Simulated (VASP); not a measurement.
# SnGe2 (P4/mmm) in VASP: further runs, part 2 of 2

VASP 6.6.1. Earlier steps stand in the parts before.

## (3) Single point, PBE

This run uses another cell than the first one: it holds 6 atoms, not 3.

INCAR reads:

```
SYSTEM = SnGe2
ALGO = Normal
EDIFF = 1E-7
ENCUT = 520
GGA = PE
ISIF = 2
ISMEAR = 0
LASPH = .TRUE.
LCHARG = .TRUE.
LELF = .TRUE.
LREAL = .FALSE.
LVHAR = .TRUE.
LWAVE = .FALSE.
NBANDS = 51
NELM = 60
PREC = Accurate
SIGMA = 0.2
```

KPOINTS reads:

```
k-points
0
G
  6 4 4
  0 0 0
```

POSCAR reads:

```
SnGe2
1.0
   -3.8429678542      0.0000000000      0.0000000000
    0.0000000000      0.0000000000     -4.9258611025
    0.0000000000     -7.6859357084      0.0000000000
Sn Ge
2 4
Direct
    0.5000000000      0.0000000000      0.7500000000
    0.5000000000      0.0000000000      0.2500000000
    1.0000000000      0.5000000000      0.7500000000
    1.0000000000      0.5000000000      0.2500000000
    0.5000000000      0.5000000000      1.0000000000
    0.5000000000      0.5000000000      0.5000000000
```

Potentials or basis: VASP PAW PBE potentials, release 64 (Sn_d, Ge_d).

On the command line:

```console
cat potpaw_PBE.64/Sn_d/POTCAR potpaw_PBE.64/Ge_d/POTCAR > POTCAR
mpirun -np 1 vasp_std > vasp.out
```

OUTCAR:

```text
SYSTEM = SnGe2
   EDIFF = 1E-7
   ENCUT = 520
   GGA = PE
   ISIF = 2
   ISMEAR = 0
   LASPH = .TRUE.
   LREAL = .FALSE.
   NELM = 60
   PREC = Accurate

 ion  position               nearest neighbor table
   1  0.500  0.000  0.750-   3 3.12   5 3.12   6 3.12   3 3.12   5 3.12   6 3.12   3 3.12   3 3.12

   2  0.500  0.000  0.250-   4 3.12   5 3.12   6 3.12   4 3.12   5 3.12   6 3.12   4 3.12   4 3.12

   3  0.000  0.500  0.750-   5 2.72   6 2.72   5 2.72   6 2.72   1 3.12   1 3.12   1 3.12   1 3.12

   4  0.000  0.500  0.250-   5 2.72   6 2.72   5 2.72   6 2.72   2 3.12   2 3.12   2 3.12   2 3.12

   5  0.500  0.500  0.000-   3 2.72   4 2.72   3 2.72   4 2.72   1 3.12   2 3.12   1 3.12   2 3.12

   6  0.500  0.500  0.500-   3 2.72   4 2.72   3 2.72   4 2.72   1 3.12   2 3.12   1 3.12   2 3.12

  LATTYP: Found a simple orthorhombic cell.
 ALAT       =     3.8429678542
 B/A-ratio  =     1.2817856639
 C/A-ratio  =     2.0000000000

  Lattice vectors:

 A1 = (  -3.8429678542,   0.0000000000,   0.0000000000)
 A2 = (   0.0000000000,   0.0000000000,  -4.9258611025)
 A3 = (   0.0000000000,  -7.6859357084,   0.0000000000)

Analysis of symmetry for initial positions (statically):
=====================================================================
 Subroutine PRICEL returns following result:

  LATTYP: Found a simple tetragonal cell.
 ALAT       =     3.8429678542
 C/A-ratio  =     1.2817856639

  Lattice vectors:

 A1 = (   3.8429678542,   0.0000000000,   0.0000000000)
 A2 = (   0.0000000000,  -3.8429678542,   0.0000000000)
 A3 = (   0.0000000000,   0.0000000000,  -4.9258611025)

   2 primitive cells build up your supercell.

 Routine SETGRP: Setting up the symmetry group for a
[... 149 lines left out ...]
   EFERMI_NEDOS =   21; number of points for ismear=-14 and -15
   IALGO  =     38    algorithm
   IMIX   =      4    mixing-type and parameters
     AMIX     =   0.40;   BMIX     =  1.00
     AMIX_MAG =   1.60;   BMIX_MAG =  1.00
  volume/ion in A,a.u.               =      24.25       163.64
  Fermi-wavevector in a.u.,A,eV,Ry     =   1.363178  2.576034 25.283100  1.858255
  Thomas-Fermi vector in A             =   2.489604
   LORBIT       =      0    0 simple, 1 ext, 2 COOP (PROOUT), +10 PAW based schemes
   GGA     = PE    functional components
   LHFCALC =     F    Hartree Fock is set to
   AEXX    =    0.0000 exact exchange contribution
   IVDW    =     0    specifies the selected vdW correction
   LEPSILON=     F    determine dielectric tensor
   LRPA    =     F    only Hartree local field effects (RPA)
 non-spin polarized calculation
 Gauss-broadening in eV      SIGMA  =   0.20
  energy-cutoff  :      520.00
  volume of cell :      145.49
 maximum number of plane-waves:      3976
 NGX is ok and might be reduce to    30

 number of electron      84.0000033 magnetization

 Free energy of the ion-electron system (eV)
  ---------------------------------------------------
  ext. energy  EPLUGINS =         0.00000000
  ---------------------------------------------------
  free energy    TOTEN  =       -24.21613279 eV

  energy without entropy =      -24.16276042  energy(sigma->0) =      -24.18944661

 E-fermi :   6.0091     XC(G=0): -10.1908

 val. band max:        5.9975448523   @ k =   0.0000   0.5000   0.2500
 cond. band min:       6.0195607455   @ k =   0.3333   0.0000   0.0000
 fundamental gap:      0.0220158932
 Fermi energy:         6.0090751571

 k-point     1 :       0.0000    0.0000    0.0000
  band No.  band energies     occupation
      1     -18.6825      2.00000
      2     -18.6223      2.00000
      3     -18.5970      2.00000
      4     -18.5890      2.00000
      5     -18.5778      2.00000
      6     -18.5772      2.00000
[... 1285 lines left out ...]
     50      11.3049      0.00000
     51      11.4483      0.00000

 [... further k-points ...]

------------------------ aborting loop because EDIFF is reached ----------------------------------------

  FORCE on cell =-STRESS in cart. coord.  units (eV):
  Direction    XX          YY          ZZ          XY          YZ          ZX
  --------------------------------------------------------------------------------------
  -------------------------------------------------------------------------------------
  Total        0.6134046     -0.0233971      0.6041107      0.0000000      0.0000000      0.0000000
  in kB        6.7547910     -0.2576479      6.6524472      0.0000000      0.0000000      0.0000000
  external PRESSURE =       4.3831967 kB  Pullay stress =       0.0000000 kB

 VOLUME and BASIS-vectors are now :
 -----------------------------------------------------------------------------
  energy-cutoff  :      520.00
  volume of cell :      145.49
      direct lattice vectors                 reciprocal lattice vectors
    -3.842967854  0.000000000  0.000000000    -0.260215552  0.000000000  0.000000000
     0.000000000  0.000000000 -4.925861102     0.000000000  0.000000000 -0.203010190
     0.000000000 -7.685935708  0.000000000     0.000000000 -0.130107776  0.000000000

 POSITION                                       TOTAL-FORCE (eV/Angst)
 -----------------------------------------------------------------------------------
     -1.92148     -5.76445      0.00000         0.000000      0.000000     -0.000000
     -1.92148     -1.92148      0.00000         0.000000     -0.000000     -0.000000
      0.00000     -5.76445     -2.46293        -0.000000      0.000000      0.000000
      0.00000     -1.92148     -2.46293        -0.000000      0.000000      0.000000
     -1.92148      0.00000     -2.46293        -0.000000     -0.000000     -0.000000
     -1.92148     -3.84297     -2.46293        -0.000000     -0.000000     -0.000000
 -----------------------------------------------------------------------------------
    total drift:                               -0.000000     -0.000000     -0.000000

  FREE ENERGIE OF THE ION-ELECTRON SYSTEM (eV)
  ---------------------------------------------------
  free  energy   TOTEN  =       -24.2161327931 eV

  energy  without entropy=      -24.1627604234  energy(sigma->0) =      -24.18944661
```

OSZICAR:

```text
N       E                     dE             d eps       ncg     rms          rms(c)
DAV:   1     0.915511305635E+03    0.91551E+03   -0.40597E+04  4259   0.400E+03
DAV:   2     0.175638990099E+03   -0.73987E+03   -0.72007E+03  3672   0.970E+02
DAV:   3    -0.855199549028E+01   -0.18419E+03   -0.18074E+03  3867   0.271E+02
DAV:   4    -0.240595172839E+02   -0.15508E+02   -0.15244E+02  4239   0.859E+01
DAV:   5    -0.245075743668E+02   -0.44806E+00   -0.44660E+00  4145   0.161E+01    0.353E+00
DAV:   6    -0.242403225516E+02    0.26725E+00   -0.53151E-01  4800   0.440E+00    0.191E+00
DAV:   7    -0.242160880811E+02    0.24234E-01   -0.21968E-01  4166   0.258E+00    0.547E-01
DAV:   8    -0.242162830159E+02   -0.19493E-03   -0.41276E-02  4368   0.154E+00    0.178E-01
DAV:   9    -0.242161553662E+02    0.12765E-03   -0.85577E-03  4164   0.998E-01    0.939E-02
DAV:  10    -0.242161192057E+02    0.36161E-04   -0.15358E-03  5030   0.537E-01    0.466E-02
DAV:  11    -0.242161299244E+02   -0.10719E-04   -0.23828E-04  4854   0.118E-01    0.121E-02
DAV:  12    -0.242161324221E+02   -0.24977E-05   -0.48939E-05  4513   0.885E-02    0.614E-03
DAV:  13    -0.242161323198E+02    0.10232E-06   -0.44169E-06  4475   0.418E-02    0.414E-03
DAV:  14    -0.242161328079E+02   -0.48811E-06   -0.11902E-06  5082   0.116E-02    0.105E-03
DAV:  15    -0.242161327931E+02    0.14812E-07   -0.11706E-07  2489   0.989E-03
   1 F= -.24216133E+02 E0= -.24189447E+02  d E =-.533724E-01
```

stdout:

```text
POSCAR found type information on POSCAR SnGe
 POSCAR found :  2 types and       6 ions
 scaLAPACK will be used
 LDA part: xc-table for (Slater+PW92), standard interpolation
 POSCAR, INCAR and KPOINTS ok, starting setup
 FFT: planning ... GRIDC
 FFT: planning ... GRID_SOFT
 FFT: planning ... GRID
 WAVECAR not read
 entering main loop
```

It took 3.7 min on 1 thread of Intel Xeon Platinum 8559C (Emerald Rapids), shared host; peak memory 0.37 GiB.

Results:

| Property | Result |
| --- | --- |
| Free energy | -24.2161 eV |
| Pressure | 0.4 GPa |
| Band gap on the k mesh | zero (bands 42 and 43 overlap by 2.19 eV) |

Stress tensor (GPa, compression positive):
```
 0.68  0.00  0.00
 0.00 -0.03  0.00
 0.00  0.00  0.67
```

Levels at points of the mesh, in eV from the Fermi level:
```csv
k point,band 39,band 40,band 41,band 42,band 43,band 44,band 45,band 46
"(0.00, 0.00, 0.00)",-2.08,-2.08,-0.67,-0.58,0.05,1.27,1.90,2.47
"(0.50, 0.00, 0.00)",-1.69,-0.67,-0.56,0.04,0.13,0.27,0.29,0.44
"(0.00, 0.50, 0.00)",-1.54,0.97,1.22,1.39,1.79,1.80,2.06,2.06
"(0.50, 0.50, 0.00)",-3.89,-2.99,-2.98,0.95,1.21,1.40,2.35,2.67
"(0.00, 0.00, 0.50)",-1.41,-1.41,-0.11,-0.11,1.42,1.42,1.57,1.57
"(0.50, 0.00, 0.50)",-2.12,-2.12,-1.84,-1.84,-0.19,-0.19,-0.16,-0.16
"(0.00, 0.50, 0.50)",-0.86,-0.86,-0.11,-0.11,2.33,2.33,2.48,2.48
"(0.50, 0.50, 0.50)",-3.19,-3.19,-2.17,-2.17,-0.80,-0.80,4.06,4.06
```

Caveat: spin-orbit coupling is left out, which moves the levels of the heavy elements.

## (4) Single point, PBE

This run uses another cell than the first one, of 24.25 Å³/atom.

INCAR reads:

```
SYSTEM = SnGe2
PREC = Accurate
ENCUT = 520
EDIFF = 1E-6
ISMEAR = 0
SIGMA = 0.1
LREAL = .FALSE.
LASPH = .TRUE.
NELM = 80
ALGO = Normal
ISIF = 2
LWAVE = .FALSE.
LCHARG = .TRUE.
GGA = PE
LELF = .TRUE.
LVHAR = .TRUE.
NBANDS = 28
```

KPOINTS reads:

```
Automatic mesh
0
G
  12 12 12
  0 0 0
```

POSCAR reads:

```
SnGe2
1.0
    3.8429678542      0.0000000000      0.0000000000
    0.0000000000      3.8429678542      0.0000000000
    0.0000000000      0.0000000000      4.9258611025
Sn Ge
1 2
Direct
    0.5000000000      0.5000000000      0.0000000000
    0.0000000000      0.5000000000      0.5000000000
    0.5000000000      0.0000000000      0.5000000000
```

Potentials or basis: VASP PAW PBE potentials, release 64 (Sn_d, Ge_d).

On the command line:

```console
cat potpaw_PBE.64/Sn_d/POTCAR potpaw_PBE.64/Ge_d/POTCAR > POTCAR
mpirun -np 1 vasp_std > vasp.out
```

OUTCAR:

```text
SYSTEM = SnGe2
   PREC = Accurate
   ENCUT = 520
   EDIFF = 1E-6
   ISMEAR = 0
   LREAL = .FALSE.
   LASPH = .TRUE.
   NELM = 80
   ISIF = 2
   GGA = PE

 ion  position               nearest neighbor table
   1  0.500  0.500  0.000-   2 3.12   3 3.12   2 3.12   3 3.12   3 3.12   3 3.12   2 3.12   2 3.12

   2  0.000  0.500  0.500-   3 2.72   3 2.72   3 2.72   3 2.72   1 3.12   1 3.12   1 3.12   1 3.12

   3  0.500  0.000  0.500-   2 2.72   2 2.72   2 2.72   2 2.72   1 3.12   1 3.12   1 3.12   1 3.12

  LATTYP: Found a simple tetragonal cell.
 ALAT       =     3.8429678542
 C/A-ratio  =     1.2817856639

  Lattice vectors:

 A1 = (   3.8429678542,   0.0000000000,   0.0000000000)
 A2 = (   0.0000000000,   3.8429678542,   0.0000000000)
 A3 = (   0.0000000000,   0.0000000000,   4.9258611025)

Analysis of symmetry for initial positions (statically):
=====================================================================
 Subroutine PRICEL returns:
 Original cell was already a primitive cell.

 Routine SETGRP: Setting up the symmetry group for a
 simple tetragonal supercell.

 Subroutine GETGRP returns: Found 16 space group operations
 (whereof 16 operations were pure point group operations)
 out of a pool of 16 trial point group operations.

The static configuration has the point symmetry D_4h.

Analysis of symmetry for dynamics (positions and initial velocities):
=====================================================================
 Subroutine PRICEL returns:
 Original cell was already a primitive cell.

 Routine SETGRP: Setting up the symmetry group for a
 simple tetragonal supercell.

 Subroutine GETGRP returns: Found 16 space group operations
 (whereof 16 operations were pure point group operations)
 out of a pool of 16 trial point group operations.

The dynamic configuration has the point symmetry D_4h.

 Subroutine INISYM returns: Found 16 space group operations
[... 116 lines left out ...]
   IALGO  =     38    algorithm
   IMIX   =      4    mixing-type and parameters
     AMIX     =   0.40;   BMIX     =  1.00
     AMIX_MAG =   1.60;   BMIX_MAG =  1.00
  volume/ion in A,a.u.               =      24.25       163.64
  Fermi-wavevector in a.u.,A,eV,Ry     =   1.363178  2.576034 25.283100  1.858255
  Thomas-Fermi vector in A             =   2.489604
   LORBIT       =      0    0 simple, 1 ext, 2 COOP (PROOUT), +10 PAW based schemes
   GGA     = PE    functional components
   LHFCALC =     F    Hartree Fock is set to
   AEXX    =    0.0000 exact exchange contribution
   IVDW    =     0    specifies the selected vdW correction
   LEPSILON=     F    determine dielectric tensor
   LRPA    =     F    only Hartree local field effects (RPA)
 non-spin polarized calculation
 Gauss-broadening in eV      SIGMA  =   0.10
  energy-cutoff  :      520.00
  volume of cell :       72.75
 maximum number of plane-waves:      1992
 NGX is ok and might be reduce to    30

 number of electron      42.0000017 magnetization

 Free energy of the ion-electron system (eV)
  ---------------------------------------------------
  ext. energy  EPLUGINS =         0.00000000
  ---------------------------------------------------
  free energy    TOTEN  =       -12.14415012 eV

  energy without entropy =      -12.13698554  energy(sigma->0) =      -12.14056783

 E-fermi :   6.0070     XC(G=0): -10.1924

 val. band max:        6.0015566480   @ k =   0.2500   0.1667   0.1667
 cond. band min:       6.0195127157   @ k =   0.5000   0.3333   0.0000
 fundamental gap:      0.0179560677
 Fermi energy:         6.0069714884

 k-point     1 :       0.0000    0.0000    0.0000
  band No.  band energies     occupation
      1     -18.7494      2.00000
      2     -18.6669      2.00000
      3     -18.6647      2.00000
      4     -18.6283      2.00000
      5     -18.6283      2.00000
      6     -18.5601      2.00000
[... 733 lines left out ...]
     27      12.2871      0.00000
     28      13.3753      0.00000

 [... further k-points ...]

------------------------ aborting loop because EDIFF is reached ----------------------------------------

  FORCE on cell =-STRESS in cart. coord.  units (eV):
  Direction    XX          YY          ZZ          XY          YZ          ZX
  --------------------------------------------------------------------------------------
  -------------------------------------------------------------------------------------
  Total        0.0225615      0.0225615      0.0225300      0.0000000      0.0000000     -0.0000000
  in kB        0.4968928      0.4968928      0.4961997      0.0000000      0.0000000     -0.0000000
  external PRESSURE =       0.4966618 kB  Pullay stress =       0.0000000 kB

 VOLUME and BASIS-vectors are now :
 -----------------------------------------------------------------------------
  energy-cutoff  :      520.00
  volume of cell :       72.75
      direct lattice vectors                 reciprocal lattice vectors
     3.842967854  0.000000000  0.000000000     0.260215552  0.000000000  0.000000000
     0.000000000  3.842967854  0.000000000     0.000000000  0.260215552  0.000000000
     0.000000000  0.000000000  4.925861102     0.000000000  0.000000000  0.203010190

 POSITION                                       TOTAL-FORCE (eV/Angst)
 -----------------------------------------------------------------------------------
      1.92148      1.92148      0.00000         0.000000      0.000000      0.000000
      0.00000      1.92148      2.46293         0.000000      0.000000      0.000000
      1.92148      0.00000      2.46293         0.000000      0.000000      0.000000
 -----------------------------------------------------------------------------------
    total drift:                                0.000000      0.000000     -0.000000

  FREE ENERGIE OF THE ION-ELECTRON SYSTEM (eV)
  ---------------------------------------------------
  free  energy   TOTEN  =       -12.1441501218 eV

  energy  without entropy=      -12.1369855381  energy(sigma->0) =      -12.14056783
```

stdout:

```text
POSCAR found type information on POSCAR SnGe
 POSCAR found :  2 types and       3 ions
 scaLAPACK will be used
 LDA part: xc-table for (Slater+PW92), standard interpolation
 POSCAR, INCAR and KPOINTS ok, starting setup
 FFT: planning ... GRIDC
 FFT: planning ... GRID_SOFT
 FFT: planning ... GRID
 WAVECAR not read
 entering main loop
```

Run time: 3.3 min. Hardware: 1 thread of Intel Xeon Platinum 8559C (Emerald Rapids), shared host; peak memory 0.45 GiB.

What came out:

| Property | Result |
| --- | --- |
| Free energy | -12.1442 eV |
| Pressure | 0.0 GPa |
| Band gap on the k mesh | zero (bands 21 and 22 overlap by 4.74 eV) |

Caveat: spin-orbit coupling is left out, which moves the levels of the heavy elements.

## (5) The runs side by side

```tsv
task	cell	k mesh	cutoff (eV)	smearing	gap on the mesh (eV)	pressure (GPa)
relaxation of cell and atoms	relaxed from a = 3.746, b = 3.746, c = 5.080 Å, 3 atoms, atomic positions A	4 × 4 × 4	600	gaussian 0.1 eV	none	0.0
single point	a = 3.843, b = 4.926, c = 7.686 Å, 6 atoms, atomic positions B	6 × 4 × 4	520	gaussian 0.2 eV	none	0.4
single point	a = 3.843, b = 3.843, c = 4.926 Å, 3 atoms, atomic positions A	12 × 12 × 12	520	gaussian 0.1 eV	none	0.0
```

Alike in all rows: level PBE; potentials or basis VASP PAW PBE potentials, release 64 (Sn_d, Ge_d); no spin polarisation.

Caveats: some runs use coarse meshes; spin-orbit coupling is left out, which moves the levels of the heavy elements; a cell axis changed by over 15 % at a fixed basis, so the end point is rough (at least some runs).

Total energies depend on the potentials used, so only differences within one code and one set of settings carry meaning.

The gap in the log of VASP goes by the Fermi energy; the results here count the filled bands.